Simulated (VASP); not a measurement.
# Sb in VASP: notebook, part 3 of 3

VASP 6.6.1. The steps go on from the part before.

### 5 Single point, r2SCAN

This run uses another cell than the first one, of 31.55 Å³/atom, 1.041 times its volume.

Contents of POSCAR:

```
Sb
1.0
    3.1600000000      0.0000000000      0.0000000000
    0.0000000000      3.1600000000      0.0000000000
    0.0000000000      0.0000000000      3.1600000000
Sb
1
Direct
    0.0000000000      0.0000000000      0.0000000000
```

Contents of INCAR.step1:

```
ALGO = Normal
EDIFF = 1E-5
ENCUT = 550
GGA = PE
GGA_COMPAT = F
ISMEAR = 0
LASPH = T
LCHARG = F
LREAL = F
LWAVE = T
NBANDS = 8
NELM = 120
PREC = Accurate
SIGMA = 0.1
```

Contents of INCAR.step2:

```
ALGO = Normal
EDIFF = 1E-6
ENCUT = 550
GGA_COMPAT = F
ISIF = 2
ISMEAR = 0
ISTART = 1
LASPH = T
LCHARG = F
LMIXTAU = T
LREAL = F
LWAVE = F
METAGGA = R2SCAN
NBANDS = 8
NELM = 120
PREC = Accurate
SIGMA = 0.1
```

Contents of KPOINTS:

```
k-points
0
Gamma
  6 6 6
```

Potentials or basis: VASP PAW PBE potentials, release 64 (Sb).

Command:

```sh
$ cat potpaw_PBE.64/Sb/POTCAR > POTCAR
$ cp INCAR.step1 INCAR
$ mpirun -np 1 vasp_std > vasp.out
$ cp INCAR.step2 INCAR
$ mpirun -np 1 vasp_std > vasp.out
```

OUTCAR:

```text
EDIFF = 1E-6
   ENCUT = 550
   ISIF = 2
   ISMEAR = 0
   ISTART = 1
   LASPH = T
   LREAL = F
   METAGGA = R2SCAN
   NELM = 120
   PREC = Accurate

 ion  position               nearest neighbor table
   1  0.000  0.000  0.000-

  LATTYP: Found a simple cubic cell.
 ALAT       =     3.1600000000

  Lattice vectors:

 A1 = (   3.1600000000,   0.0000000000,   0.0000000000)
 A2 = (   0.0000000000,   3.1600000000,   0.0000000000)
 A3 = (   0.0000000000,   0.0000000000,   3.1600000000)

Analysis of symmetry for initial positions (statically):
=====================================================================
 Subroutine PRICEL returns:
 Original cell was already a primitive cell.

 Routine SETGRP: Setting up the symmetry group for a
 simple cubic supercell.

 Subroutine GETGRP returns: Found 48 space group operations
 (whereof 48 operations were pure point group operations)
 out of a pool of 48 trial point group operations.

The static configuration has the point symmetry O_h .

Analysis of symmetry for dynamics (positions and initial velocities):
=====================================================================
 Subroutine PRICEL returns:
 Original cell was already a primitive cell.

 Routine SETGRP: Setting up the symmetry group for a
 simple cubic supercell.

 Subroutine GETGRP returns: Found 48 space group operations
 (whereof 48 operations were pure point group operations)
 out of a pool of 48 trial point group operations.

The dynamic configuration has the point symmetry O_h .

 Subroutine INISYM returns: Found 48 space group operations
 (whereof 48 operations are pure point group operations),
 and found     1 'primitive' translations

[... 104 lines left out ...]
   IALGO  =     38    algorithm
   IMIX   =      4    mixing-type and parameters
     AMIX     =   0.40;   BMIX     =  1.00
     AMIX_MAG =   1.60;   BMIX_MAG =  1.00
  volume/ion in A,a.u.               =      31.55       212.94
  Fermi-wavevector in a.u.,A,eV,Ry     =   0.885886  1.674081 10.677766  0.784794
  Thomas-Fermi vector in A             =   2.006979
   LORBIT       =      0    0 simple, 1 ext, 2 COOP (PROOUT), +10 PAW based schemes
   METAGGA = R2SCAN    functional components
   LHFCALC =     F    Hartree Fock is set to
   AEXX    =    0.0000 exact exchange contribution
   IVDW    =     0    specifies the selected vdW correction
   LEPSILON=     F    determine dielectric tensor
   LRPA    =     F    only Hartree local field effects (RPA)
 non-spin polarized calculation
 Gauss-broadening in eV      SIGMA  =   0.10
  energy-cutoff  :      550.00
  volume of cell :       31.55
 maximum number of plane-waves:       952
   NGX = 13   NGY = 13   NGZ = 13

 number of electron       5.0000001 magnetization

 Free energy of the ion-electron system (eV)
  ---------------------------------------------------
  ext. energy  EPLUGINS =         0.00000000
  ---------------------------------------------------
  free energy    TOTEN  =       -25.64696691 eV

  energy without entropy =      -25.64120809  energy(sigma->0) =      -25.64408750

 E-fermi :   6.6137     XC(G=0):  -9.8537

 val. band max:        6.5806959952   @ k =   0.5000   0.3333   0.3333
 cond. band min:       6.6457434570   @ k =   0.1667   0.1667   0.0000
 fundamental gap:      0.0650474618
 Fermi energy:         6.6137441361

 k-point     1 :       0.0000    0.0000    0.0000
  band No.  band energies     occupation
      1      -6.1670      2.00000
      2       9.6617      0.00000
      3       9.6617      0.00000
      4       9.6617      0.00000
      5      13.5721      0.00000
      6      13.5721      0.00000
      7      15.1314      0.00000
      8      24.5169      0.00000
[... 199 lines left out ...]
 k-point    20 :       0.5000    0.5000    0.5000
  band No.  band energies     occupation
      1       1.5761      2.00000
      2       4.6796      2.00000
      3       4.6796      2.00000
      4       4.6796      2.00000
      5      11.6335      0.00000
      6      11.6335      0.00000
      7      11.6335      0.00000
      8      14.0220      0.00000

------------------------ aborting loop because EDIFF is reached ----------------------------------------

  FORCE on cell =-STRESS in cart. coord.  units (eV):
  Direction    XX          YY          ZZ          XY          YZ          ZX
  --------------------------------------------------------------------------------------
  -------------------------------------------------------------------------------------
  Total       -0.5324405     -0.5324405     -0.5324405     -0.0000000     -0.0000000      0.0000000
  in kB      -27.0346310    -27.0346310    -27.0346310     -0.0000000     -0.0000000      0.0000000
  external PRESSURE =     -27.0346310 kB  Pullay stress =       0.0000000 kB

 VOLUME and BASIS-vectors are now :
 -----------------------------------------------------------------------------
  energy-cutoff  :      550.00
  volume of cell :       31.55
      direct lattice vectors                 reciprocal lattice vectors
     3.160000000  0.000000000  0.000000000     0.316455696  0.000000000  0.000000000
     0.000000000  3.160000000  0.000000000     0.000000000  0.316455696  0.000000000
     0.000000000  0.000000000  3.160000000     0.000000000  0.000000000  0.316455696

 POSITION                                       TOTAL-FORCE (eV/Angst)
 -----------------------------------------------------------------------------------
      0.00000      0.00000      0.00000         0.000000      0.000000      0.000000
 -----------------------------------------------------------------------------------
    total drift:                                0.000000      0.000000      0.000000

  FREE ENERGIE OF THE ION-ELECTRON SYSTEM (eV)
  ---------------------------------------------------
  free  energy   TOTEN  =       -25.6469669121 eV

  energy  without entropy=      -25.6412080881  energy(sigma->0) =      -25.64408750
```

It took 25 s on 1 thread of Intel Xeon 8259CL, shared host; peak memory 0.14 GiB.

What came out:

* Free energy: -25.6470 eV
* Pressure: -2.7 GPa

Levels at points of the mesh, in eV from the Fermi level:
| k point | band 1 | band 2 | band 3 | band 4 | band 5 |
| --- | --- | --- | --- | --- | --- |
| (0.00, 0.00, 0.00) | -12.78 | 3.05 | 3.05 | 3.05 | 6.96 |
| (0.50, 0.00, 0.00) | -10.42 | -5.72 | 4.99 | 4.99 | 8.95 |
| (0.50, 0.50, 0.00) | -7.88 | -3.77 | -3.77 | 2.44 | 6.97 |
| (0.50, 0.50, 0.50) | -5.04 | -1.93 | -1.93 | -1.93 | 5.02 |

Caveat: the PAW data sets were made with another functional, which shifts forces and pressure a little; spin-orbit coupling is left out, which moves the levels of the heavy elements.

### 6 Single point, r2SCAN (biaxial strain in the a-b plane: +1.0 %, then relaxed in part)

Contents of POSCAR:

```
Sb
1.0
    3.1184076918      0.0000000000      0.0000000000
    0.0000000000      3.1184076918      0.0000000000
    0.0000000000      0.0000000000      3.0766268610
Sb
1
Direct
    0.0000000000      0.0000000000      0.0000000000
```

INCAR.step1 is that of step 5.

INCAR.step2 is that of step 5.

Contents of KPOINTS:

```
k-points
0
Gamma
  16 16 16
```

Potentials or basis: VASP PAW PBE potentials, release 64 (Sb).

Command:

```sh
$ cat potpaw_PBE.64/Sb/POTCAR > POTCAR
$ cp INCAR.step1 INCAR
$ mpirun -np 1 vasp_std > vasp.out
$ cp INCAR.step2 INCAR
$ mpirun -np 1 vasp_std > vasp.out
```

OUTCAR:

```text
EDIFF = 1E-6
   ENCUT = 550
   ISIF = 2
   ISMEAR = 0
   ISTART = 1
   LASPH = T
   LREAL = F
   METAGGA = R2SCAN
   NELM = 120
   PREC = Accurate

 ion  position               nearest neighbor table
   1  0.000  0.000  0.000-

  LATTYP: Found a simple tetragonal cell.
 ALAT       =     3.1184076918
 C/A-ratio  =     0.9866018703

  Lattice vectors:

 A1 = (   3.1184076918,   0.0000000000,   0.0000000000)
 A2 = (   0.0000000000,   3.1184076918,   0.0000000000)
 A3 = (   0.0000000000,   0.0000000000,   3.0766268610)

Analysis of symmetry for initial positions (statically):
=====================================================================
 Subroutine PRICEL returns:
 Original cell was already a primitive cell.

 Routine SETGRP: Setting up the symmetry group for a
 simple tetragonal supercell.

 Subroutine GETGRP returns: Found 16 space group operations
 (whereof 16 operations were pure point group operations)
 out of a pool of 16 trial point group operations.

The static configuration has the point symmetry D_4h.

[... 153 lines left out ...]
  ext. energy  EPLUGINS =         0.00000000
  ---------------------------------------------------
  free energy    TOTEN  =       -25.63860448 eV

  energy without entropy =      -25.63696138  energy(sigma->0) =      -25.63778293

 E-fermi :   7.0185     XC(G=0): -10.0973

 val. band max:        6.9923036522   @ k =   0.4375   0.2500   0.0000
 cond. band min:       7.0225638087   @ k =   0.1875   0.1250   0.1875
 fundamental gap:      0.0302601565
 Fermi energy:         7.0184684698

 k-point     1 :       0.0000    0.0000    0.0000
  band No.  band energies     occupation
      1      -5.9342      2.00000
      2      10.3171      0.00000
      3      10.3171      0.00000
      4      10.7225      0.00000
      5      14.1745      0.00000
      6      14.3316      0.00000
      7      16.1661      0.00000
      8      25.3236      0.00000
[... 243 lines left out ...]
 k-point    24 :       0.5000    0.1250    0.0000
  band No.  band energies     occupation
      1      -3.1960      2.00000
      2       1.4030      2.00000
      3      10.2570      0.00000
      4      13.0417      0.00000
      5      15.4230      0.00000
      6      17.5073      0.00000
      7      19.3106      0.00000
      8      19.4108      0.00000

 [... further k-points ...]
[... 5 lines left out ...]
  --------------------------------------------------------------------------------------
  -------------------------------------------------------------------------------------
  Total       -0.3123072     -0.3123072      0.0035045      0.0000000      0.0000000     -0.0000000
  in kB      -16.7244523    -16.7244523      0.1876715      0.0000000      0.0000000     -0.0000000
  external PRESSURE =     -11.0870777 kB  Pullay stress =       0.0000000 kB

 VOLUME and BASIS-vectors are now :
 -----------------------------------------------------------------------------
  energy-cutoff  :      550.00
  volume of cell :       29.92
      direct lattice vectors                 reciprocal lattice vectors
     3.118407692  0.000000000  0.000000000     0.320676479  0.000000000  0.000000000
     0.000000000  3.118407692  0.000000000     0.000000000  0.320676479  0.000000000
     0.000000000  0.000000000  3.076626861     0.000000000  0.000000000  0.325031291

 POSITION                                       TOTAL-FORCE (eV/Angst)
 -----------------------------------------------------------------------------------
      0.00000      0.00000      0.00000         0.000000      0.000000      0.000000
 -----------------------------------------------------------------------------------
    total drift:                                0.000000      0.000000      0.000000

  FREE ENERGIE OF THE ION-ELECTRON SYSTEM (eV)
  ---------------------------------------------------
  free  energy   TOTEN  =       -25.6386044833 eV

  energy  without entropy=      -25.6369613754  energy(sigma->0) =      -25.63778293
```

Wall time 69 s (1 thread of Intel Xeon 6975P-C (Granite Rapids), shared host); peak memory 0.22 GiB.

What came out:

- Free energy: -25.6386 eV
- Pressure: -1.1 GPa

Caveat: the cell differs from its parent crystal (biaxial strain in the a-b plane: +1.0 %, then relaxed in part); the PAW data sets were made with another functional, which shifts forces and pressure a little; spin-orbit coupling is left out, which moves the levels of the heavy elements.

### 7 The runs side by side

```csv
cell,k mesh,cutoff (eV),gap on the mesh (eV),pressure (GPa)
"a = 3.118 Å, 1 atom",14 × 14 × 14,520,none,-1.6
"a = 3.148 Å, 1 atom",14 × 14 × 14,520,none,-3.0
"a = 3.088 Å, 1 atom",14 × 14 × 14,520,none,0.0
"a = 3.160 Å, 1 atom",6 × 6 × 6,550,none,-2.7
"a = 3.118, b = 3.118, c = 3.077 Å, 1 atom",16 × 16 × 16,550,none,-1.1
```

Alike in all rows: task single point; level r2SCAN; potentials or basis VASP PAW PBE potentials, release 64 (Sb); no spin polarisation; smearing gaussian 0.1 eV.

Caveats: the PAW data sets were made with another functional, which shifts forces and pressure a little; spin-orbit coupling is left out, which moves the levels of the heavy elements.

Absolute energies hang on the potentials; compare differences alone.
